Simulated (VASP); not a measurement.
# Ni (Fd-3m) in VASP: notebook

Ni is run at these levels: PBEsol; tasks: relaxation of cell and atoms.

All numbers are computed with VASP 6.6.1; they aren't measurements. Logs are shortened: lines on timing, memory, paths and dates and some standing lists are left out, and cuts for length are marked.

## (1) The cell of the first run

The structure is cubic, space group Fd-3m (No. 227). Conventional cell: a = 4.725 Å, b = 4.725 Å, c = 4.725 Å, α = 90.00°, β = 90.00°, γ = 90.00°. Within 2.7 Å of Ni (site symmetry -43m) lie 4 Ni at 2.05 Å.

## (2) Relaxation of cell and atoms, PBEsol, collinear spin, ferromagnetic start, target pressure -2.2 GPa, at which the enthalpy is minimised

The input, INCAR:

```
PREC = Accurate
ENCUT = 600
EDIFF = 1E-6
ISMEAR = -1
SIGMA = 0.1
LREAL = F
LASPH = T
NELM = 150
ALGO = Normal
ISIF = 3
LWAVE = F
LCHARG = F
ISPIN = 2
MAGMOM = 1 1
LORBIT = 11
LMAXMIX = 4
GGA = PS
IBRION = 2
NSW = 60
EDIFFG = -0.005
PSTRESS = -22.0
```

The input, KPOINTS:

```
regular mesh
0
Gamma
  14 14 14
```

The input, POSCAR:

```
Ni
1.0
    0.0000000000      2.3626375706      2.3626375706
    2.3626375706      0.0000000000      2.3626375706
    2.3626375706      2.3626375706      0.0000000000
Ni
2
Direct
   -0.1250000000     -0.1250000000     -0.1250000000
    0.1250000000      0.1250000000      0.1250000000
```

Potentials or basis: VASP PAW PBE potentials, release 64 (Ni).

Launch:

```
> cat potpaw_PBE.64/Ni/POTCAR > POTCAR
> mpirun -np 1 vasp_std > vasp.out
```

OUTCAR:

```text
PREC = Accurate
   ENCUT = 600
   EDIFF = 1E-6
   ISMEAR = -1
   LREAL = F
   LASPH = T
   NELM = 150
   ISIF = 3
   ISPIN = 2
   LORBIT = 11
   GGA = PS
   IBRION = 2
   NSW = 60
   EDIFFG = -0.005
   PSTRESS = -22.0

 ion  position               nearest neighbor table
   1  0.875  0.875  0.875-   2 2.05   2 2.05   2 2.05   2 2.05
   2  0.125  0.125  0.125-   1 2.05   1 2.05   1 2.05   1 2.05

  LATTYP: Found a face centered cubic cell.
 ALAT       =     4.7252751412

  Lattice vectors:

 A1 = (   0.0000000000,   2.3626375706,   2.3626375706)
 A2 = (   2.3626375706,   0.0000000000,   2.3626375706)
 A3 = (   2.3626375706,   2.3626375706,   0.0000000000)

Analysis of symmetry for initial positions (statically):
=====================================================================
 Subroutine PRICEL returns:
 Original cell was already a primitive cell.

 Routine SETGRP: Setting up the symmetry group for a
 face centered cubic supercell.

 Subroutine GETGRP returns: Found 48 space group operations
 (whereof 12 operations were pure point group operations)
 out of a pool of 48 trial point group operations.

The static configuration has the point symmetry D_3d.
 The point group associated with its full space group is O_h .

Analysis of symmetry for dynamics (positions and initial velocities):
=====================================================================
 Subroutine PRICEL returns:
 Original cell was already a primitive cell.

 Routine SETGRP: Setting up the symmetry group for a
 face centered cubic supercell.

 Subroutine GETGRP returns: Found 48 space group operations
 (whereof 12 operations were pure point group operations)
 out of a pool of 48 trial point group operations.

The dynamic configuration has the point symmetry D_3d.
 The point group associated with its full space group is O_h .

Analysis of structural, dynamic, and magnetic symmetry:
=====================================================================
 Subroutine PRICEL returns:
 Original cell was already a primitive cell.

 Routine SETGRP: Setting up the symmetry group for a
 face centered cubic supercell.

 Subroutine GETGRP returns: Found 48 space group operations
 (whereof 12 operations were pure point group operations)
 out of a pool of 48 trial point group operations.

The overall configuration has the point symmetry D_3d.
 The point group associated with its full space group is O_h .

 Subroutine INISYM returns: Found 48 space group operations
 (whereof 12 operations are pure point group operations),
 and found     1 'primitive' translations

----------------------------------------------------------------------------------------

                                     Primitive cell

  volume of cell :      26.3768

  direct lattice vectors                    reciprocal lattice vectors
     0.000000000  2.362637571  2.362637571    -0.211627888  0.211627888  0.211627888
     2.362637571  0.000000000  2.362637571     0.211627888 -0.211627888  0.211627888
     2.362637571  2.362637571  0.000000000     0.211627888  0.211627888 -0.211627888

  length of vectors
     3.341274095  3.341274095  3.341274095     0.366550255  0.366550255  0.366550255

  position of ions in fractional coordinates (direct lattice)
     0.875000000  0.875000000  0.875000000
     0.125000000  0.125000000  0.125000000

  ion indices of the primitive-cell ions
   primitive index   ion index
                 1           1
                 2           2

----------------------------------------------------------------------------------------

 KPOINTS: regular mesh

Automatic generation of k-mesh.
 Grid dimensions read from file:
 generate k-points for:   14   14   14

 Generating k-lattice:

  Cartesian coordinates                     Fractional coordinates (reciprocal lattice)
    -0.015116278  0.015116278  0.015116278     0.071428571  0.000000000  0.000000000
     0.015116278 -0.015116278  0.015116278     0.000000000  0.071428571  0.000000000
     0.015116278  0.015116278 -0.015116278     0.000000000  0.000000000  0.071428571

  Length of vectors
     0.026182161  0.026182161  0.026182161

  Shift w.r.t. Gamma in fractional coordinates (k-lattice)
     0.000000000  0.000000000  0.000000000

 Subroutine IBZKPT returns following result:
 ===========================================

 Found    104 irreducible k-points:

 Following reciprocal coordinates:
            Coordinates               Weight
  0.000000  0.000000  0.000000      1.000000
  0.071429  0.000000  0.000000      8.000000
  0.142857  0.000000  0.000000      8.000000
  0.214286  0.000000  0.000000      8.000000
  0.285714  0.000000  0.000000      8.000000
  0.357143  0.000000  0.000000      8.000000
[... 16 lines left out ...]
  0.214286  0.142857  0.000000     24.000000
  0.285714  0.142857  0.000000     24.000000
 [... further k-points ...]
   k-points           NKPTS =    104   k-points in BZ     NKDIM =    104   number of bands    NBANDS=     15
   number of dos      NEDOS =    301   number of ions     NIONS =      2
   total plane-waves  NPLWV =  21952
   dimension x,y,z NGX =    28 NGY =   28 NGZ =   28
   dimension x,y,z NGXF=    56 NGYF=   56 NGZF=   56
   ions per type =               2
   NGX,Y,Z   is equivalent  to a cutoff of  13.93, 13.93, 13.93 a.u.
   NGXF,Y,Z  is equivalent  to a cutoff of  27.86, 27.86, 27.86 a.u.
 SYSTEM =  unknown system
   PREC   = accura    normal or accurate (medium, high low for compatibility)
   ISTART =      0    job   : 0-new  1-cont  2-samecut
   ICHARG =      2    charge: 1-file 2-atom 10-const
   ISPIN  =      2    spin polarized calculation?
   LNONCOLLINEAR =      F non collinear calculations
   LSORBIT =      F    spin-orbit coupling
   LASPH  =      T    aspherical Exc in radial PAW
   ENCUT  =  600.0 eV  44.10 Ry    6.64 a.u.   6.67  6.67  6.67*2*pi/ulx,y,z
   NELM   =    150;   NELMIN=  2; NELMDL= -5     # of ELM steps
   EDIFF  = 0.1E-05   stopping-criterion for ELM
   LREAL  =      F    real-space projection
   EDIFFG = -.5E-02   stopping-criterion for IOM
   NSW    =     60    number of steps for IOM
   IBRION =      2    ionic relax: 0-MD 1-quasi-New 2-CG
   NFREE  =      1    steps in history (QN), initial steepest desc. (CG)
   ISIF   =      3    stress and relaxation
   ISYM   =      2    0-nonsym 1-usesym 2-fastsym
   POTIM  = 0.5000    time-step for ionic-motion
   TEBEG  =    0.0;   TEEND  =   0.0 temperature during run
   PSTRESS=  -22.0 pullay stress
   NELECT =      20.0000    total number of electrons
   NUPDOWN=      -1.0000    fix difference up-down
   EMIN   =  10.00;   EMAX   =-10.00  energy-range for DOS
   EFERMI =   0.00;   METHOD = LEGACY
   ISMEAR =    -1;   SIGMA  =   0.10  broadening in eV -4-tet -1-fermi 0-gaus
   EFERMI_NEDOS =   21; number of points for ismear=-14 and -15
   IALGO  =     38    algorithm
   IMIX   =      4    mixing-type and parameters
     AMIX     =   0.40;   BMIX     =  1.00
     AMIX_MAG =   1.60;   BMIX_MAG =  1.00
  volume/ion in A,a.u.               =      13.19        89.00
  Fermi-wavevector in a.u.,A,eV,Ry     =   1.492832  2.821044 30.321245  2.228549
  Thomas-Fermi vector in A             =   2.605310
   LORBIT       =     11    0 simple, 1 ext, 2 COOP (PROOUT), +10 PAW based schemes
   GGA     = PS    functional components
   LHFCALC =     F    Hartree Fock is set to
   AEXX    =    0.0000 exact exchange contribution
   IVDW    =     0    specifies the selected vdW correction
   LEPSILON=     F    determine dielectric tensor
   LRPA    =     F    only Hartree local field effects (RPA)
 conjugate gradient relaxation of ions
 spin polarized calculation
  energy-cutoff  :      600.00
  volume of cell :       26.38
 maximum number of plane-waves:       903
   NGX = 13   NGY = 13   NGZ = 13

--------------------------------------- Ionic step        1  -------------------------------------------

 number of electron      20.0000010 magnetization       1.5301206

 Free energy of the ion-electron system (eV)
  ---------------------------------------------------
  ext. energy  EPLUGINS =         0.00000000
  ---------------------------------------------------
  free energy    TOTEN  =        -9.27740854 eV

  energy without entropy =       -9.19020446  energy(sigma->0) =       -9.23380650

------------------------ aborting loop because EDIFF is reached ----------------------------------------

  FORCE on cell =-STRESS in cart. coord.  units (eV):
  Direction    XX          YY          ZZ          XY          YZ          ZX
  --------------------------------------------------------------------------------------
  -------------------------------------------------------------------------------------
  Total        4.4841972      4.4841972      4.4841972     -0.0000000      0.0000000      0.0000000
  in kB      272.3792213    272.3792213    272.3792213     -0.0000000      0.0000000      0.0000000
  external PRESSURE =     294.3792213 kB  Pullay stress =     -22.0000000 kB
[... 23 lines left out ...]
  enthalpy is  TOTEN    =        -9.6395960013 eV   P V=       -0.3621874616

--------------------------------------- Ionic step        2  -------------------------------------------

 number of electron      19.9999995 magnetization      -1.5926984

 E-fermi :   3.5506     XC(G=0): -10.3367

 val. band max:        3.5497990266   @ k =   0.5000   0.3571   0.0714
 cond. band min:       3.5543806445   @ k =  -0.2857   0.0714   0.0000
 fundamental gap:      0.0045816179
 Fermi energy:         3.5505894199

 spin component 1

 k-point     1 :       0.0000    0.0000    0.0000
  band No.  band energies     occupation
      1      -2.4956      1.00000
      2       1.4786      1.00000
      3       1.4786      1.00000
      4       1.4834      1.00000
      5       1.4834      1.00000
      6       1.4834      1.00000
      7       2.8085      0.99940
      8       2.8085      0.99940
      9       2.8085      0.99940
     10       3.6760      0.22206
     11       3.6760      0.22206
     12      14.4102      0.00000
     13      14.4102      0.00000
     14      14.4102      0.00000
     15      15.1129      0.00000
[... 917 lines left out ...]
  FREE ENERGIE OF THE ION-ELECTRON SYSTEM (eV)
  ---------------------------------------------------
  free  energy   TOTEN  =        -9.6371730532 eV

  energy  without entropy=       -9.5289619142  energy(sigma->0) =       -9.58306748

  enthalpy is  TOTEN    =       -10.0785769792 eV   P V=       -0.4414039260

[... ionic steps 4 to 7 ...]

--------------------------------------- Ionic step        8  -------------------------------------------

 number of electron      19.9999979 magnetization      -1.5604105

------------------------ aborting loop because EDIFF is reached ----------------------------------------

  FORCE on cell =-STRESS in cart. coord.  units (eV):
  Direction    XX          YY          ZZ          XY          YZ          ZX
  --------------------------------------------------------------------------------------
  -------------------------------------------------------------------------------------
  Total       -0.3921474     -0.3921474     -0.3921474      0.0000000     -0.0000000     -0.0000000
  in kB      -19.6132588    -19.6132588    -19.6132588      0.0000000     -0.0000000     -0.0000000
  external PRESSURE =       2.3867412 kB  Pullay stress =     -22.0000000 kB
[... 61 lines left out ...]
  enthalpy is  TOTEN    =       -10.0784784573 eV   P V=       -0.4398743594

--------------------------------------- Ionic step       10  -------------------------------------------

 number of electron      19.9999979 magnetization      -1.5602217

 Free energy of the ion-electron system (eV)
  ---------------------------------------------------
  ext. energy  EPLUGINS =         0.00000000
  ---------------------------------------------------
  free energy    TOTEN  =        -9.63859308 eV

  energy without entropy =       -9.53078229  energy(sigma->0) =       -9.58468769

 E-fermi :   4.8159     XC(G=0): -11.0228

 val. band max:        4.8089677478   @ k =   0.3571   0.0714   0.0000
 cond. band min:       4.8199737145   @ k =  -0.2857   0.0714   0.0000
 fundamental gap:      0.0110059667
 Fermi energy:         4.8159208958

 spin component 1

 k-point     1 :       0.0000    0.0000    0.0000
  band No.  band energies     occupation
      1      -1.9110      1.00000
      2       2.2902      1.00000
      3       2.2902      1.00000
      4       2.3361      1.00000
      5       2.3361      1.00000
      6       2.3361      1.00000
      7       3.8950      0.99990
      8       3.8950      0.99990
      9       3.8950      0.99990
     10       4.9773      0.16606
     11       4.9773      0.16605
     12      16.8914      0.00000
     13      16.8914      0.00000
     14      16.8914      0.00000
     15      17.4303      0.00000
[... 879 lines left out ...]
  FREE ENERGIE OF THE ION-ELECTRON SYSTEM (eV)
  ---------------------------------------------------
  free  energy   TOTEN  =        -9.6385930814 eV

  energy  without entropy=       -9.5307822947  energy(sigma->0) =       -9.58468769

  enthalpy is  TOTEN    =       -10.0784804705 eV   P V=       -0.4398873891

 reached required accuracy - stopping structural energy minimisation

 total charge

# of ion       s       p       d       tot
------------------------------------------
    1        0.554   0.366   8.339   9.259
    2        0.554   0.366   8.339   9.259
--------------------------------------------------
tot          1.108   0.731  16.678  18.518

 magnetization (x)

# of ion       s       p       d       tot
------------------------------------------
    1        0.013   0.015  -0.809  -0.781
    2        0.013   0.015  -0.809  -0.781
--------------------------------------------------
tot          0.026   0.030  -1.618  -1.562
```

Wall time 3.2 min (1 thread of Intel Xeon 6975P-C (Granite Rapids), shared host); peak memory 0.23 GiB.

What came out:

* Free energy: -9.6386 eV
* Relaxed volume: 16.02 Å³/atom
* Relaxed cell: a = 3.565 Å, b = 3.565 Å, c = 3.565 Å, α = 60.00°, β = 60.00°, γ = 60.00°
* Space group after relaxing (to 0.05 Å): Fd-3m (No. 227)
* Energy change on relaxing (the enthalpy is what falls): -180.6 meV/atom
* Ionic steps: 10
* Pressure after relaxing: -2.2 GPa
* Net moment: -1.56 μB per cell
* Site moments: Ni -0.78 μB
* Valence electrons inside the program's atomic spheres: Ni 9.26

The path:
```
step  energy change (eV)  largest force (eV/Å)  pressure (GPa)  volume (Å³)
   1              0.0000                0.0000           27.24        26.38
   2             -0.1489                0.0000          -11.19        36.75
   3             -0.3598                0.0000           -2.26        32.15
   4             -0.3613                0.0000           -1.81        32.02
   5             -0.3613                0.0000           -1.85        32.03
   6             -0.3612                0.0000           -1.86        32.03
   7             -0.3612                0.0000           -1.93        32.03
   8             -0.3612                0.0000           -1.96        32.03
   9             -0.3612                0.0000           -2.04        32.03
  10             -0.3612                0.0000           -2.20        32.04
```

Final structure:
```
CELL_PARAMETERS angstrom
0.00000 2.52077 2.52077
2.52077 0.00000 2.52077
2.52077 2.52077 0.00000
ATOMIC_POSITIONS crystal
Ni 0.87500 0.87500 0.87500
Ni 0.12500 0.12500 0.12500
```

Caveat: the cell is relaxed towards a set pressure, so the enthalpy falls and the energy may rise; the volume moved by over 15 % at a fixed basis, so the end points are rough; the PAW data sets were made with another functional, which shifts forces and pressure a little.

## (3) Relaxation of cell and atoms, PBEsol, collinear spin, ferromagnetic start, target pressure -2.2 GPa, at which the enthalpy is minimised

This run uses another cell than the first one, of 16.08 Å³/atom, 1.219 times its volume.

The input, INCAR:

```
PREC     = Accurate       # precision mode
ENCUT    = 600            # plane-wave cutoff, eV
EDIFF    = 1E-7           # SCF threshold, eV
ISMEAR   = -1             # smearing method
SIGMA    = 0.1            # smearing width, eV
LREAL    = F              # projectors in reciprocal space
LASPH    = T              # aspherical terms in the spheres
NELM     = 150            # most SCF steps
ALGO     = Normal         # electronic algorithm
ISIF     = 3              # what is computed and relaxed
LWAVE    = F              # write WAVECAR
LCHARG   = F              # write CHGCAR
ISPIN    = 2              # spin polarisation
MAGMOM   = 1 1            # initial moments
LORBIT   = 11             # projections on sites
LMAXMIX  = 4              # l up to which the mixer works
GGA      = PS             # functional
IBRION   = 2              # ionic algorithm
NSW      = 32             # ionic steps
EDIFFG   = -0.005         # ionic threshold
PSTRESS  = -22.0
```

KPOINTS is that of step 2.

The input, POSCAR:

```
Ni
1.0
    0.0000000000      2.5239073420      2.5239073420
    2.5239073420      0.0000000000      2.5239073420
    2.5239073420      2.5239073420      0.0000000000
Ni
2
Direct
   -0.1250000000     -0.1250000000     -0.1250000000
    0.1250000000      0.1250000000      0.1250000000
```

Potentials or basis: VASP PAW PBE potentials, release 64 (Ni).

Launch:

```
> cat potpaw_PBE.64/Ni/POTCAR > POTCAR
> mpirun -np 1 vasp_std > vasp.out
```

It took 90 s on 1 thread of Intel Xeon 6975P-C (Granite Rapids), shared host; peak memory 0.24 GiB.

It converged, with:

```yaml
Free_energy: -9.6396 eV
Relaxed_volume: 16.05 Å³/atom
Relaxed_cell: a = 3.567 Å, b = 3.567 Å, c = 3.567 Å, α = 60.00°, β = 60.00°, γ = 60.00°
Space_group_after_relaxing_to_0.05_Å: Fd-3m (No. 227)
Energy_change_on_relaxing_the_enthalpy_is_what_falls: -0.4 meV/atom
Ionic_steps: 2
Pressure_after_relaxing: -2.2 GPa
Net_moment: 1.56 μB per cell
Site_moments: Ni +0.78 μB
Valence_electrons_inside_the_program's_atomic_spheres: Ni 9.26
```

Step by step:
| step | energy change (eV) | largest force (eV/Å) | pressure (GPa) | volume (Å³) |
| --- | --- | --- | --- | --- |
| 1 | 0.0000 | 0.0000 | -2.31 | 32.16 |
| 2 | -0.0007 | 0.0000 | -2.15 | 32.10 |

Final structure:
```
CELL_PARAMETERS angstrom
0.00000 2.52254 2.52254
2.52254 0.00000 2.52254
2.52254 2.52254 0.00000
ATOMIC_POSITIONS crystal
Ni 0.87500 0.87500 0.87500
Ni 0.12500 0.12500 0.12500
```

Levels at points of the mesh, in eV from the Fermi level:
Spin up:
```
           k point  band 9  band 10  band 11  band 12  band 13  band 14
(0.00, 0.00, 0.00)   -1.72    -0.73    -0.73    11.88    11.88    11.88
(0.50, 0.00, 0.00)   -1.38    -0.89    -0.89     0.39     8.63     8.63
(0.50, 0.50, 0.00)   -0.76    -0.76     0.97     0.97     4.46     4.46
```
Spin down:
| k point | band 7 | band 8 | band 9 | band 10 | band 11 | band 12 |
| --- | --- | --- | --- | --- | --- | --- |
| (0.00, 0.00, 0.00) | -0.92 | -0.92 | -0.92 | 0.16 | 0.16 | 12.06 |
| (0.50, 0.00, 0.00) | -1.52 | -0.55 | -0.55 | 0.00 | 0.00 | 1.09 |
| (0.50, 0.50, 0.00) | -1.13 | -1.13 | 0.15 | 0.15 | 1.47 | 1.47 |

Caveat: the cell is relaxed towards a set pressure, so the enthalpy falls and the energy may rise; the PAW data sets were made with another functional, which shifts forces and pressure a little.
